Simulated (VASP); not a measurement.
# AlN (R3m) in VASP: a series of runs, part 2 of 2

VASP 6.6.1.

### 4 Single point, PBEsol

This run uses another cell than the first one, of the same volume but with other edges.

INCAR reads:

```
ALGO = Normal
EDIFF = 1E-7
ENCUT = 520
GGA = PS
ISIF = 2
ISMEAR = 0
LASPH = True
LCHARG = False
LREAL = False
LWAVE = False
NBANDS = 11
NELM = 80
PREC = Accurate
SIGMA = 0.05
```

KPOINTS reads:

```
k-points
0
Gamma
  10 10 10
```

POSCAR reads:

```
AlN
1.0
   -0.2305570348      2.0750133135      2.0750133135
    2.0750133135     -0.2305570348      2.0750133135
    2.0750133135      2.0750133135     -0.2305570348
Al N
1 1
Direct
    0.0000000000      0.0000000000      0.0000000000
    0.7500000000      0.7500000000      0.7500000000
```

Potentials or basis: VASP PAW PBE potentials, release 64 (Al, N).

On the command line:

```
$ cat potpaw_PBE.64/Al/POTCAR potpaw_PBE.64/N/POTCAR > POTCAR
$ mpirun -np 1 vasp_std > vasp.out
```

OUTCAR:

```text
EDIFF = 1E-7
   ENCUT = 520
   GGA = PS
   ISIF = 2
   ISMEAR = 0
   LASPH = True
   LREAL = False
   NELM = 80
   PREC = Accurate

 ion  position               nearest neighbor table
   1  0.000  0.000  0.000-   2 1.70   2 1.97   2 1.97   2 1.97
   2  0.750  0.750  0.750-   1 1.70   1 1.97   1 1.97   1 1.97

  LATTYP: Found a trigonal (rhomboedric) cell.
 ALAT       =     2.9435551717
 COS(alpha) =     0.3865030675

  Lattice vectors:

 A1 = (  -0.2305570348,   2.0750133135,   2.0750133135)
 A2 = (   2.0750133135,  -0.2305570348,   2.0750133135)
 A3 = (   2.0750133135,   2.0750133135,  -0.2305570348)

Analysis of symmetry for initial positions (statically):
=====================================================================
 Subroutine PRICEL returns:
 Original cell was already a primitive cell.

 Routine SETGRP: Setting up the symmetry group for a
 trigonal (rhombohedral) supercell.

 Subroutine GETGRP returns: Found  6 space group operations
 (whereof  6 operations were pure point group operations)
 out of a pool of 12 trial point group operations.

The static configuration has the point symmetry C_3v.

Analysis of symmetry for dynamics (positions and initial velocities):
=====================================================================
 Subroutine PRICEL returns:
 Original cell was already a primitive cell.

 Routine SETGRP: Setting up the symmetry group for a
 trigonal (rhombohedral) supercell.

 Subroutine GETGRP returns: Found  6 space group operations
 (whereof  6 operations were pure point group operations)
 out of a pool of 12 trial point group operations.

The dynamic configuration has the point symmetry C_3v.

 Subroutine INISYM returns: Found  6 space group operations
 (whereof  6 operations are pure point group operations),
 and found     1 'primitive' translations

----------------------------------------------------------------------------------------

                                     Primitive cell

  volume of cell :      20.8345

  direct lattice vectors                    reciprocal lattice vectors
    -0.230557035  2.075013313  2.075013313    -0.204109250  0.229622907  0.229622907
     2.075013313 -0.230557035  2.075013313     0.229622907 -0.204109250  0.229622907
     2.075013313  2.075013313 -0.230557035     0.229622907  0.229622907 -0.204109250

  length of vectors
     2.943555172  2.943555172  2.943555172     0.383554357  0.383554357  0.383554357

  position of ions in fractional coordinates (direct lattice)
     0.000000000  0.000000000  0.000000000
     0.750000000  0.750000000  0.750000000

  ion indices of the primitive-cell ions
   primitive index   ion index
                 1           1
                 2           2

----------------------------------------------------------------------------------------

 KPOINTS: k-points

Automatic generation of k-mesh.
 Grid dimensions read from file:
 generate k-points for:   10   10   10

 Generating k-lattice:

  Cartesian coordinates                     Fractional coordinates (reciprocal lattice)
    -0.020410925  0.022962291  0.022962291     0.100000000  0.000000000  0.000000000
     0.022962291 -0.020410925  0.022962291     0.000000000  0.100000000  0.000000000
     0.022962291  0.022962291 -0.020410925     0.000000000  0.000000000  0.100000000

  Length of vectors
     0.038355436  0.038355436  0.038355436

  Shift w.r.t. Gamma in fractional coordinates (k-lattice)
     0.000000000  0.000000000  0.000000000

 Subroutine IBZKPT returns following result:
 ===========================================

 Found    116 irreducible k-points:

 Following reciprocal coordinates:
            Coordinates               Weight
  0.000000  0.000000  0.000000      1.000000
  0.100000 -0.000000 -0.000000      6.000000
  0.200000 -0.000000 -0.000000      6.000000
  0.300000  0.000000  0.000000      6.000000
  0.400000 -0.000000 -0.000000      6.000000
  0.500000  0.000000  0.000000      3.000000
[... 16 lines left out ...]
  0.300000  0.300000 -0.000000      6.000000
  0.400000  0.300000 -0.000000     12.000000
 [... further k-points ...]
   k-points           NKPTS =    116   k-points in BZ     NKDIM =    116   number of bands    NBANDS=     11
   number of dos      NEDOS =    301   number of ions     NIONS =      2
   total plane-waves  NPLWV =  13824
   dimension x,y,z NGX =    24 NGY =   24 NGZ =   24
   dimension x,y,z NGXF=    48 NGYF=   48 NGZF=   48
   ions per type =               1   1
   NGX,Y,Z   is equivalent  to a cutoff of  13.55, 13.55, 13.55 a.u.
   NGXF,Y,Z  is equivalent  to a cutoff of  27.11, 27.11, 27.11 a.u.
 SYSTEM =  unknown system
   PREC   = accura    normal or accurate (medium, high low for compatibility)
   ISTART =      0    job   : 0-new  1-cont  2-samecut
   ICHARG =      2    charge: 1-file 2-atom 10-const
   ISPIN  =      1    spin polarized calculation?
   LNONCOLLINEAR =      F non collinear calculations
   LSORBIT =      F    spin-orbit coupling
   LASPH  =      T    aspherical Exc in radial PAW
   ENCUT  =  520.0 eV  38.22 Ry    6.18 a.u.   5.47  5.47  5.47*2*pi/ulx,y,z
   NELM   =     80;   NELMIN=  2; NELMDL= -5     # of ELM steps
   EDIFF  = 0.1E-06   stopping-criterion for ELM
   LREAL  =      F    real-space projection
   EDIFFG = 0.1E-05   stopping-criterion for IOM
   NSW    =      0    number of steps for IOM
   IBRION =     -1    ionic relax: 0-MD 1-quasi-New 2-CG
   NFREE  =      0    steps in history (QN), initial steepest desc. (CG)
   ISIF   =      2    stress and relaxation
   ISYM   =      2    0-nonsym 1-usesym 2-fastsym
   POTIM  = 0.5000    time-step for ionic-motion
   TEBEG  =    0.0;   TEEND  =   0.0 temperature during run
   PSTRESS=    0.0 pullay stress
   NELECT =       8.0000    total number of electrons
   NUPDOWN=      -1.0000    fix difference up-down
   EMIN   =  10.00;   EMAX   =-10.00  energy-range for DOS
   EFERMI =   0.00;   METHOD = LEGACY
   ISMEAR =     0;   SIGMA  =   0.05  broadening in eV -4-tet -1-fermi 0-gaus
   EFERMI_NEDOS =   21; number of points for ismear=-14 and -15
   IALGO  =     38    algorithm
   IMIX   =      4    mixing-type and parameters
     AMIX     =   0.40;   BMIX     =  1.00
     AMIX_MAG =   1.60;   BMIX_MAG =  1.00
  volume/ion in A,a.u.               =      10.42        70.30
  Fermi-wavevector in a.u.,A,eV,Ry     =   1.189899  2.248583 19.263943  1.415860
  Thomas-Fermi vector in A             =   2.325996
   LORBIT       =      0    0 simple, 1 ext, 2 COOP (PROOUT), +10 PAW based schemes
   GGA     = PS    functional components
   LHFCALC =     F    Hartree Fock is set to
   AEXX    =    0.0000 exact exchange contribution
   IVDW    =     0    specifies the selected vdW correction
   LEPSILON=     F    determine dielectric tensor
   LRPA    =     F    only Hartree local field effects (RPA)
 non-spin polarized calculation
 Gauss-broadening in eV      SIGMA  =   0.05
  energy-cutoff  :      520.00
  volume of cell :       20.83
 maximum number of plane-waves:       574
 NGX is ok and might be reduce to    24

 number of electron       8.0000000 magnetization

 Free energy of the ion-electron system (eV)
  ---------------------------------------------------
  ext. energy  EPLUGINS =         0.00000000
  ---------------------------------------------------
  free energy    TOTEN  =       -15.04036182 eV

  energy without entropy =      -15.04036182  energy(sigma->0) =      -15.04036182

 E-fermi :   6.4857     XC(G=0): -11.1167

 val. band max:        6.2839630785   @ k =   0.0000   0.0000   0.0000
 cond. band min:       8.8417566331   @ k =   0.5000   0.5000   0.0000
 fundamental gap:      2.5577935547
 Fermi energy:         6.4857242221

 k-point     1 :       0.0000    0.0000    0.0000
  band No.  band energies     occupation
      1      -9.1081      2.00000
      2       5.6596      2.00000
      3       5.6596      2.00000
      4       6.2840      2.00000
      5       9.5570      0.00000
      6      17.0636      0.00000
      7      17.0636      0.00000
      8      21.8739      0.00000
      9      23.5506      0.00000
     10      23.5506      0.00000
     11      24.5996      0.00000
[... 309 lines left out ...]
 k-point    24 :       0.4000    0.3000   -0.0000
  band No.  band energies     occupation
      1      -7.0725      2.00000
      2       1.6230      2.00000
      3       3.7376      2.00000
      4       5.1436      2.00000
      5      10.5245      0.00000
      6      15.5737      0.00000
      7      17.5714      0.00000
      8      20.1019      0.00000
      9      21.5571      0.00000
     10      27.2331      0.00000
     11      28.2179      0.00000

 [... further k-points ...]
[... 5 lines left out ...]
  --------------------------------------------------------------------------------------
  -------------------------------------------------------------------------------------
  Total        1.2302261      1.2302261      1.2302261      3.6777423      3.6777423      3.6777423
  in kB       94.6044245     94.6044245     94.6044245    282.8185076    282.8185076    282.8185076
  external PRESSURE =      94.6044245 kB  Pullay stress =       0.0000000 kB

 VOLUME and BASIS-vectors are now :
 -----------------------------------------------------------------------------
  energy-cutoff  :      520.00
  volume of cell :       20.83
      direct lattice vectors                 reciprocal lattice vectors
    -0.230557035  2.075013313  2.075013313    -0.204109250  0.229622907  0.229622907
     2.075013313 -0.230557035  2.075013313     0.229622907 -0.204109250  0.229622907
     2.075013313  2.075013313 -0.230557035     0.229622907  0.229622907 -0.204109250

 POSITION                                       TOTAL-FORCE (eV/Angst)
 -----------------------------------------------------------------------------------
      0.00000      0.00000      0.00000         1.942749      1.942749      1.942749
      2.93960      2.93960      2.93960        -1.942749     -1.942749     -1.942749
 -----------------------------------------------------------------------------------
    total drift:                                0.000008      0.000008      0.000008

  FREE ENERGIE OF THE ION-ELECTRON SYSTEM (eV)
  ---------------------------------------------------
  free  energy   TOTEN  =       -15.0403618192 eV

  energy  without entropy=      -15.0403618192  energy(sigma->0) =      -15.04036182
```

stdout:

```text
POSCAR found type information on POSCAR AlN
 POSCAR found :  2 types and       2 ions
 scaLAPACK will be used
 -----------------------------------------------------------------------------
|                                                                             |
|                                                                             |
|     You enforced a specific xc type in the INCAR file but a different       |
|     I HOPE YOU KNOW WHAT YOU ARE DOING!                                     |
|                                                                             |
 -----------------------------------------------------------------------------

 LDA part: xc-table for (Slater+PW92), standard interpolation
 POSCAR, INCAR and KPOINTS ok, starting setup
 FFT: planning ... GRIDC
 FFT: planning ... GRID_SOFT
 FFT: planning ... GRID
 WAVECAR not read
 entering main loop
```

It used 11 s of CPU time on 1 thread of Intel Xeon 6975P-C (shared host).

Results:

* Free energy: -15.0404 eV
* Pressure: 9.5 GPa
* Largest force: 3.365 eV/Å
* Band gap on the k mesh: 2.56 eV, indirect (least direct gap 3.27 eV)

Forces on the atoms (eV/Å):
```
Al   1.943  1.943  1.943
N   -1.943 -1.943 -1.943
```

Stress tensor (GPa, compression positive):
```
 9.46 28.28 28.28
28.28  9.46 28.28
28.28 28.28  9.46
```

Levels at points of the mesh, in eV from the valence-band top:
| k point | band 1 | band 2 | band 3 | band 4 | band 5 | band 6 | band 7 | band 8 |
| --- | --- | --- | --- | --- | --- | --- | --- | --- |
| (0.00, 0.00, 0.00) | -15.39 | -0.62 | -0.62 | 0.00 | 3.27 | 10.78 | 10.78 | 15.59 |
| (0.50, 0.00, 0.00) | -13.50 | -6.48 | -0.74 | -0.47 | 7.09 | 8.91 | 10.25 | 13.14 |
| (0.50, 0.50, 0.00) | -12.64 | -5.30 | -2.86 | -1.38 | 2.56 | 8.58 | 12.75 | 14.47 |
| (0.50, 0.50, 0.50) | -12.67 | -5.66 | -1.51 | -1.51 | 5.68 | 8.97 | 8.97 | 9.01 |

Caveat: the PAW data sets were made with another functional, which shifts forces and pressure a little. A k mesh can miss the band edges.

### 5 Single point, PBEsol

This run uses another cell than the first one, of the same volume but with other edges.

INCAR reads:

```
ALGO = Normal ; EDIFF = 1E-6
ENCUT = 520 ; GGA = PS
ISIF = 2 ; ISMEAR = 0
LASPH = True ; LCHARG = False
LREAL = False ; LWAVE = False
NBANDS = 11 ; NELM = 100
PREC = Accurate ; SIGMA = 0.05
```

KPOINTS is that of step 4.

POSCAR reads:

```
AlN
1.0
    0.2740288835      2.3292455100      2.3292455100
    2.3292455100      0.2740288835      2.3292455100
    2.3292455100      2.3292455100      0.2740288835
Al N
1 1
Direct
    0.0000000000      0.0000000000      0.0000000000
    0.7500000000      0.7500000000      0.7500000000
```

On the command line:

```
$ cat potpaw_PBE.64/Al/POTCAR potpaw_PBE.64/N/POTCAR > POTCAR
$ mpirun -np 1 vasp_std > vasp.out
```

It took 34 s on 1 thread of Intel Xeon 6975P-C, shared host; peak memory 0.16 GiB.

It converged, with:

```
Free energy            : -15.0083 eV
Pressure               : 9.6 GPa
Largest force          : 0.727 eV/Å
Band gap on the k mesh : 2.47 eV, indirect (least direct gap 2.53 eV)
```

Forces on the atoms (eV/Å):
```
Al  -0.420 -0.420 -0.420
N    0.420  0.420  0.420
```

Stress tensor (GPa, compression positive):
```
  9.57 -24.36 -24.36
-24.36   9.57 -24.36
-24.36 -24.36   9.57
```

Levels at points of the mesh, in eV from the valence-band top:
```
           k point  band 1  band 2  band 3  band 4  band 5  band 6  band 7  band 8
(0.00, 0.00, 0.00)  -15.48   -1.29    0.00    0.00    2.53   10.53   13.81   13.81
(0.50, 0.00, 0.00)  -13.11   -6.18   -1.30   -0.83    5.85    8.06   10.26   11.41
(0.50, 0.50, 0.00)  -12.70   -5.40   -2.76   -1.48    2.47    8.56   11.97   15.26
(0.50, 0.50, 0.50)  -14.09   -6.84   -0.20   -0.20    8.35    9.04   12.61   12.61
```

Caveat: the PAW data sets were made with another functional, which shifts forces and pressure a little. A k mesh can miss the band edges.

### 6 The runs side by side

```csv
cell,gap on the mesh (eV),pressure (GPa),largest force (eV/Å)
"a = 3.547 Å, angles 45.7°, 2 atoms",none,28.0,0.17
"a = 2.773 Å, angles 82.7°, 2 atoms",1.04,95.6,30.31
"a = 2.944 Å, angles 67.3°, 2 atoms",2.56,9.5,3.36
"a = 3.305 Å, angles 52.2°, 2 atoms",2.47,9.6,0.73
```

Alike in all rows: task single point; level PBEsol; potentials or basis VASP PAW PBE potentials, release 64 (Al, N); no spin polarisation; k mesh 10 × 10 × 10; cutoff (eV) 520; smearing gaussian 0.05 eV.

Caveats: the PAW data sets were made with another functional, which shifts forces and pressure a little.

Total energies depend on the potentials used, so only differences within one code and one set of settings carry meaning.
